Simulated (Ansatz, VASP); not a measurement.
Two plane-wave programs on AlCo

INCAR

```
SYSTEM = AlCo
  PREC = Accurate
  ENCUT = 520
  EDIFF = 1E-6
  ISMEAR = 0
  SIGMA = 0.15
  LREAL = .FALSE.
  LASPH = .TRUE.
  NELM = 100
  ALGO = Normal
  ISIF = 2
  LWAVE = .FALSE.
  LCHARG = .FALSE.
  GGA = PS
  NBANDS = 13
```

File KPOINTS:

```
regular mesh
0
G
  16 16 16
  0 0 0
```

POSCAR

```
AlCo
1.0
    2.7066270816      0.0000000000      0.0000000000
    0.0000000000      2.7066270816      0.0000000000
    0.0000000000      0.0000000000      2.8194032100
Al Co
1 1
Direct
    0.0000000000      0.0000000000      0.0000000000
    0.5000000000      0.5000000000      0.5000000000
```

Input for Ansatz:

```yaml
crystal:
  lattice:
    - [2.7066270816, 0.0, 0.0]
    - [0.0, 2.7066270816, 0.0]
    - [0.0, 0.0, 2.81940321]
  atoms:
    - { symbol: Al, position: [0.0, 0.0, 0.0] }
    - { symbol: Co, position: [0.5, 0.5, 0.5] }
basis:
  ecutwfc: 420
kpoints:
  mp_grid: { grid: [16, 16, 16] }
hamiltonian:
  xc: pbesol
scf:
  occupations: { method: gaussian, width: 0.15 }
output:
  forces: true
  stress: true
  eigenvalues: true
  write_density: true
  write_potential: true
  elf: true
  volumetric_format: npy
```

Change from the starting cell: strain -0.040 along x and y, +0.000 along z, atoms carried along.

Alike in both runs: task single point; functional PBEsol; k mesh 16 × 16 × 16; occupations gaussian, width 0.15 eV; no spin polarisation.

|  | VASP | Ansatz |
| --- | --- | --- |
| version | VASP 6.6.1 | Ansatz 0.2.0 |
| potentials or method | VASP PAW PBE potentials, release 64 (Al, Co), cutoff 520 eV | scalar-relativistic, plane waves, PAW |
| valence electrons in the cell | 12 | 20 |

```csv
,VASP,Ansatz,Ansatz less VASP
gap on the k mesh at the Fermi level (eV),none,none,-
pressure (GPa),20.2,20.1,-0.11
"traceless stress, the component that is largest in VASP (GPa)",-5.09,-5.10,-0.012
```

VASP's potentials were made for PBE, not for PBEsol. A gap of «none» marks a metal or a gap that the smearing closes. VASP's potentials hold 12 valence electrons a cell and Ansatz's 20, so a difference there can come from the potentials and not from the codes.
